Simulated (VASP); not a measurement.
# LiF (P6_3mc) in VASP: notebook

Runs on LiF. Level: PBE. Tasks: single point.

All numbers are computed with VASP 6.6.1; they aren't measurements. Logs are shortened: lines on timing, memory, paths and dates and some standing lists are left out, and cuts for length are marked.

## 1. The cell of the first run

The structure is hexagonal, space group P6_3mc (No. 186). The conventional cell has a = 3.077 Å, b = 3.077 Å, c = 5.057 Å, α = 90.00°, β = 90.00°, γ = 120.00°. Within 2.3 Å of Li (site symmetry 3m) lie 4 F at 1.75 to 1.94 Å. Within 2.3 Å of F (site symmetry 3m) lie 4 Li at 1.75 to 1.94 Å.

## 2. Single point, PBE

Contents of INCAR:

```
PREC     = Accurate       # precision mode
ENCUT    = 520            # plane-wave cutoff, eV
EDIFF    = 1E-7           # SCF threshold, eV
ISMEAR   = 0              # smearing method
SIGMA    = 0.05           # smearing width, eV
LREAL    = False          # projectors in reciprocal space
LASPH    = True           # aspherical terms in the spheres
NELM     = 60             # most SCF steps
ALGO     = Normal         # electronic algorithm
ISIF     = 2              # what is computed and relaxed
LWAVE    = False          # write WAVECAR
LCHARG   = False          # write CHGCAR
GGA      = PE             # functional
NBANDS   = 18             # bands
```

Contents of KPOINTS:

```
regular mesh
0
Gamma
  9 9 6
```

Contents of POSCAR:

```
LiF
1.0
    3.0774506209      0.0000000000      0.0000000000
   -1.5387253104      2.6651504166      0.0000000000
    0.0000000000      0.0000000000      5.0574823504
Li F
2 2
Direct
    0.3333333333      0.6666666667      0.3402706354
    0.6666666667      0.3333333333      0.8402706354
    0.3333333333      0.6666666667      0.9939266766
    0.6666666667      0.3333333333      0.4939266766
```

Potentials or basis: VASP PAW PBE potentials, release 64 (Li_sv, F).

Started as:

```console
$ cat potpaw_PBE.64/Li_sv/POTCAR potpaw_PBE.64/F/POTCAR > POTCAR
$ mpirun -np 1 vasp_std > vasp.out
```

OUTCAR:

```text
PREC = Accurate
   ENCUT = 520
   EDIFF = 1E-7
   ISMEAR = 0
   LREAL = False
   LASPH = True
   NELM = 60
   ISIF = 2
   GGA = PE

 ion  position               nearest neighbor table
   1  0.333  0.667  0.340-   3 1.75   4 1.94   4 1.94   4 1.94
   2  0.667  0.333  0.840-   4 1.75   3 1.94   3 1.94   3 1.94
   3  0.333  0.667  0.994-   1 1.75   2 1.94   2 1.94   2 1.94
   4  0.667  0.333  0.494-   2 1.75   1 1.94   1 1.94   1 1.94

  LATTYP: Found a hexagonal cell.
 ALAT       =     3.0774506209
 C/A-ratio  =     1.6434000000

  Lattice vectors:

 A1 = (   3.0774506209,   0.0000000000,   0.0000000000)
 A2 = (  -1.5387253104,   2.6651504166,   0.0000000000)
 A3 = (   0.0000000000,   0.0000000000,   5.0574823504)

Analysis of symmetry for initial positions (statically):
=====================================================================
 Subroutine PRICEL returns:
 Original cell was already a primitive cell.

 Routine SETGRP: Setting up the symmetry group for a
 hexagonal supercell.

 Subroutine GETGRP returns: Found 12 space group operations
 (whereof  6 operations were pure point group operations)
 out of a pool of 24 trial point group operations.

The static configuration has the point symmetry C_3v.
 The point group associated with its full space group is C_6v.

Analysis of symmetry for dynamics (positions and initial velocities):
=====================================================================
 Subroutine PRICEL returns:
 Original cell was already a primitive cell.

 Routine SETGRP: Setting up the symmetry group for a
 hexagonal supercell.

 Subroutine GETGRP returns: Found 12 space group operations
 (whereof  6 operations were pure point group operations)
 out of a pool of 24 trial point group operations.

The dynamic configuration has the point symmetry C_3v.
 The point group associated with its full space group is C_6v.

 Subroutine INISYM returns: Found 12 space group operations
 (whereof  6 operations are pure point group operations),
 and found     1 'primitive' translations

----------------------------------------------------------------------------------------

                                     Primitive cell

  volume of cell :      41.4808

  direct lattice vectors                    reciprocal lattice vectors
     3.077450621  0.000000000  0.000000000     0.324944288  0.187606672  0.000000000
    -1.538725310  2.665150417  0.000000000     0.000000000  0.375213344  0.000000000
     0.000000000  0.000000000  5.057482350     0.000000000  0.000000000  0.197726839

  length of vectors
     3.077450621  3.077450621  5.057482350     0.375213344  0.375213344  0.197726839

  position of ions in fractional coordinates (direct lattice)
     0.333333333  0.666666667  0.340270635
     0.666666667  0.333333333  0.840270635
     0.333333333  0.666666667  0.993926677
     0.666666667  0.333333333  0.493926677

  ion indices of the primitive-cell ions
   primitive index   ion index
                 1           1
                 2           2
                 3           3
                 4           4

----------------------------------------------------------------------------------------

 KPOINTS: regular mesh

Automatic generation of k-mesh.
 Grid dimensions read from file:
 generate k-points for:    9    9    6

 Generating k-lattice:

  Cartesian coordinates                     Fractional coordinates (reciprocal lattice)
     0.036104921  0.020845186  0.000000000     0.111111111  0.000000000  0.000000000
     0.000000000  0.041690372  0.000000000     0.000000000  0.111111111  0.000000000
     0.000000000  0.000000000  0.032954473     0.000000000  0.000000000  0.166666667

  Length of vectors
     0.041690372  0.041690372  0.032954473

  Shift w.r.t. Gamma in fractional coordinates (k-lattice)
     0.000000000  0.000000000  0.000000000

 Subroutine IBZKPT returns following result:
 ===========================================

 Found     48 irreducible k-points:

 Following reciprocal coordinates:
            Coordinates               Weight
  0.000000  0.000000  0.000000      1.000000
  0.111111  0.000000  0.000000      6.000000
  0.222222  0.000000  0.000000      6.000000
  0.333333  0.000000  0.000000      6.000000
  0.444444  0.000000  0.000000      6.000000
  0.111111  0.111111  0.000000      6.000000
[... 16 lines left out ...]
  0.333333  0.222222  0.166667     24.000000
  0.333333  0.333333  0.166667      4.000000
 [... further k-points ...]
   k-points           NKPTS =     48   k-points in BZ     NKDIM =     48   number of bands    NBANDS=     18
   number of dos      NEDOS =    301   number of ions     NIONS =      4
   total plane-waves  NPLWV =  23040
   dimension x,y,z NGX =    24 NGY =   24 NGZ =   40
   dimension x,y,z NGXF=    48 NGYF=   48 NGZF=   80
   ions per type =               2   2
   NGX,Y,Z   is equivalent  to a cutoff of  12.96, 12.96, 13.15 a.u.
   NGXF,Y,Z  is equivalent  to a cutoff of  25.93, 25.93, 26.30 a.u.
 SYSTEM =  unknown system
   PREC   = accura    normal or accurate (medium, high low for compatibility)
   ISTART =      0    job   : 0-new  1-cont  2-samecut
   ICHARG =      2    charge: 1-file 2-atom 10-const
   ISPIN  =      1    spin polarized calculation?
   LNONCOLLINEAR =      F non collinear calculations
   LSORBIT =      F    spin-orbit coupling
   LASPH  =      T    aspherical Exc in radial PAW
   ENCUT  =  520.0 eV  38.22 Ry    6.18 a.u.   5.72  5.72  9.40*2*pi/ulx,y,z
   NELM   =     60;   NELMIN=  2; NELMDL= -5     # of ELM steps
   EDIFF  = 0.1E-06   stopping-criterion for ELM
   LREAL  =      F    real-space projection
   EDIFFG = 0.1E-05   stopping-criterion for IOM
   NSW    =      0    number of steps for IOM
   IBRION =     -1    ionic relax: 0-MD 1-quasi-New 2-CG
   NFREE  =      0    steps in history (QN), initial steepest desc. (CG)
   ISIF   =      2    stress and relaxation
   ISYM   =      2    0-nonsym 1-usesym 2-fastsym
   POTIM  = 0.5000    time-step for ionic-motion
   TEBEG  =    0.0;   TEEND  =   0.0 temperature during run
   PSTRESS=    0.0 pullay stress
   NELECT =      20.0000    total number of electrons
   NUPDOWN=      -1.0000    fix difference up-down
   EMIN   =  10.00;   EMAX   =-10.00  energy-range for DOS
   EFERMI =   0.00;   METHOD = LEGACY
   ISMEAR =     0;   SIGMA  =   0.05  broadening in eV -4-tet -1-fermi 0-gaus
   EFERMI_NEDOS =   21; number of points for ismear=-14 and -15
   IALGO  =     38    algorithm
   IMIX   =      4    mixing-type and parameters
     AMIX     =   0.40;   BMIX     =  1.00
     AMIX_MAG =   1.60;   BMIX_MAG =  1.00
  volume/ion in A,a.u.               =      10.37        69.98
  Fermi-wavevector in a.u.,A,eV,Ry     =   1.283716  2.425872 22.421420  1.647928
  Thomas-Fermi vector in A             =   2.415953
   LORBIT       =      0    0 simple, 1 ext, 2 COOP (PROOUT), +10 PAW based schemes
   GGA     = PE    functional components
   LHFCALC =     F    Hartree Fock is set to
   AEXX    =    0.0000 exact exchange contribution
   IVDW    =     0    specifies the selected vdW correction
   LEPSILON=     F    determine dielectric tensor
   LRPA    =     F    only Hartree local field effects (RPA)
 non-spin polarized calculation
 Gauss-broadening in eV      SIGMA  =   0.05
  energy-cutoff  :      520.00
  volume of cell :       41.48
 maximum number of plane-waves:      1130
 NGX is ok and might be reduce to    24

 number of electron      19.9999961 magnetization

 Free energy of the ion-electron system (eV)
  ---------------------------------------------------
  ext. energy  EPLUGINS =         0.00000000
  ---------------------------------------------------
  free energy    TOTEN  =       -19.19814020 eV

  energy without entropy =      -19.19814020  energy(sigma->0) =      -19.19814020

 E-fermi :  -2.3846     XC(G=0):  -8.6391

 val. band max:       -2.6740248436   @ k =   0.0000   0.0000   0.0000
 cond. band min:       4.8913624236   @ k =   0.0000   0.0000   0.0000
 fundamental gap:      7.5653872672
 Fermi energy:        -2.3845961647

 k-point     1 :       0.0000    0.0000    0.0000
  band No.  band energies     occupation
      1     -43.2212      2.00000
      2     -43.1871      2.00000
      3     -22.0229      2.00000
      4     -21.9127      2.00000
      5      -4.5881      2.00000
      6      -2.9595      2.00000
[... 10 lines left out ...]
     17      17.0702      0.00000
     18      17.0702      0.00000

 k-point     2 :       0.1111    0.0000    0.0000
  band No.  band energies     occupation
      1     -43.2183      2.00000
      2     -43.1859      2.00000
      3     -22.0037      2.00000
      4     -21.8992      2.00000
      5      -4.5421      2.00000
      6      -3.0948      2.00000
[... 10 lines left out ...]
     17      17.0286      0.00000
     18      17.0609      0.00000

 k-point     3 :       0.2222    0.0000    0.0000
  band No.  band energies     occupation
      1     -43.2103      2.00000
      2     -43.1832      2.00000
      3     -21.9532      2.00000
      4     -21.8648      2.00000
      5      -4.4348      2.00000
      6      -3.5258      2.00000
[... 10 lines left out ...]
     17      16.6712      0.00000
     18      17.1284      0.00000

 k-point     4 :       0.3333    0.0000    0.0000
  band No.  band energies     occupation
      1     -43.2005      2.00000
      2     -43.1809      2.00000
      3     -21.8914      2.00000
      4     -21.8285      2.00000
      5      -4.4374      2.00000
      6      -3.8722      2.00000
[... 375 lines left out ...]
      4     -21.8169      2.00000
      5      -4.2086      2.00000
      6      -4.1984      2.00000
[... 10 lines left out ...]
     17      16.9490      0.00000
     18      17.7533      0.00000

 k-point    23 :       0.3333    0.2222    0.1667
  band No.  band energies     occupation
      1     -43.1883      2.00000
      2     -43.1816      2.00000
      3     -21.8229      2.00000
      4     -21.8029      2.00000
      5      -4.4237      2.00000
      6      -4.0327      2.00000
[... 10 lines left out ...]
     17      16.4906      0.00000
     18      17.6743      0.00000

 k-point    24 :       0.3333    0.3333    0.1667
  band No.  band energies     occupation
      1     -43.1839      2.00000
      2     -43.1839      2.00000
      3     -21.8038      2.00000
      4     -21.8038      2.00000
      5      -4.3934      2.00000
      6      -3.9152      2.00000
[... 10 lines left out ...]
     17      15.7453      0.00000
     18      17.5674      0.00000

 [... further k-points ...]

------------------------ aborting loop because EDIFF is reached ----------------------------------------

  FORCE on cell =-STRESS in cart. coord.  units (eV):
  Direction    XX          YY          ZZ          XY          YZ          ZX
  --------------------------------------------------------------------------------------
  -------------------------------------------------------------------------------------
  Total       -0.2548786     -0.2548786      1.1002572     -0.0000000      0.0000000      0.0000000
  in kB       -9.8445696     -9.8445696     42.4969330     -0.0000000      0.0000000      0.0000000
  external PRESSURE =       7.6025979 kB  Pullay stress =       0.0000000 kB

 VOLUME and BASIS-vectors are now :
 -----------------------------------------------------------------------------
  energy-cutoff  :      520.00
  volume of cell :       41.48
      direct lattice vectors                 reciprocal lattice vectors
     3.077450621  0.000000000  0.000000000     0.324944288  0.187606672  0.000000000
    -1.538725310  2.665150417  0.000000000     0.000000000  0.375213344  0.000000000
     0.000000000  0.000000000  5.057482350     0.000000000  0.000000000  0.197726839

 POSITION                                       TOTAL-FORCE (eV/Angst)
 -----------------------------------------------------------------------------------
     -0.00000      1.77677      1.72091        -0.000000      0.000000      0.704742
      1.53873      0.88838      4.24965         0.000000      0.000000      0.704742
     -0.00000      1.77677      5.02677        -0.000000      0.000000     -0.704742
      1.53873      0.88838      2.49803         0.000000      0.000000     -0.704742
 -----------------------------------------------------------------------------------
    total drift:                                0.000000      0.000000      0.007844

  FREE ENERGIE OF THE ION-ELECTRON SYSTEM (eV)
  ---------------------------------------------------
  free  energy   TOTEN  =       -19.1981401969 eV

  energy  without entropy=      -19.1981401969  energy(sigma->0) =      -19.19814020
```

Wall time 47 s (1 thread of Intel Xeon 8259CL, shared host); peak memory 0.17 GiB.

What came out:

```
Free energy            : -19.1981 eV
Largest force          : 0.705 eV/Å
Band gap on the k mesh : 7.57 eV
```

Forces on the atoms (eV/Å):
```
Li   0.000  0.000  0.705
Li   0.000  0.000  0.705
F    0.000  0.000 -0.705
F    0.000  0.000 -0.705
```

Levels at points of the mesh, in eV from the valence-band top:
```tsv
k point	band 7	band 8	band 9	band 10	band 11	band 12	band 13	band 14
(0.00, 0.00, 0.00)	-0.26	-0.26	0.00	0.00	7.57	11.59	14.38	18.72
(0.00, 0.00, 0.50)	-0.13	-0.13	-0.13	-0.13	9.06	9.06	17.13	17.13
```

Caveat: the cutoff is under 1.25 times the usual one of these potentials, so pressure, stress and relaxed cells hold a basis-set (Pulay) error.

## 3. Single point, PBE

This run uses another cell than the first one, of the same volume but with other edges.

Contents of INCAR:

```
SYSTEM = LiF
ALGO = Normal
EDIFF = 1E-6
ENCUT = 520
GGA = PE
ISIF = 2
ISMEAR = 0
LASPH = .TRUE.
LCHARG = .TRUE.
LELF = .TRUE.
LREAL = .FALSE.
LVHAR = .TRUE.
LWAVE = .FALSE.
NBANDS = 18
NELM = 100
PREC = Accurate
SIGMA = 0.05
```

Contents of KPOINTS:

```
k-points
0
G
  9 9 6
  0 0 0
```

Contents of POSCAR:

```
LiF
1.0
    3.1599600852      0.0000000000      0.0000000000
   -1.5799800426      2.7366057088      0.0000000000
    0.0000000000      0.0000000000      4.7968194094
Li F
2 2
Direct
    0.3333333333      0.6666666667      0.3504708074
    0.6666666667      0.3333333333      0.8504708074
    0.3333333333      0.6666666667      0.9939266766
    0.6666666667      0.3333333333      0.4939266766
```

Potentials or basis: VASP PAW PBE potentials, release 64 (Li_sv, F).

Started as:

```console
$ cat potpaw_PBE.64/Li_sv/POTCAR potpaw_PBE.64/F/POTCAR > POTCAR
$ mpirun -np 1 vasp_std > vasp.out
```

It took 41 s on 1 thread of Intel Xeon 8259CL, shared host; peak memory 0.16 GiB.

The run converged. Its results:

```
Free energy            : -19.1567 eV
Largest force          : 0.922 eV/Å
Band gap on the k mesh : 7.64 eV
```

Forces on the atoms (eV/Å):
```
Li   0.000  0.000  0.922
Li   0.000  0.000  0.922
F    0.000  0.000 -0.922
F    0.000  0.000 -0.922
```

Levels at points of the mesh, in eV from the valence-band top:
| k point | band 8 | band 9 | band 10 | band 11 | band 12 | band 13 |
| --- | --- | --- | --- | --- | --- | --- |
| (0.00, 0.00, 0.00) | -0.06 | 0.00 | 0.00 | 7.64 | 12.03 | 15.03 |
| (0.00, 0.00, 0.50) | -0.18 | -0.18 | -0.18 | 9.25 | 9.25 | 17.93 |

Caveat: the cutoff is under 1.25 times the usual one of these potentials, so pressure, stress and relaxed cells hold a basis-set (Pulay) error.
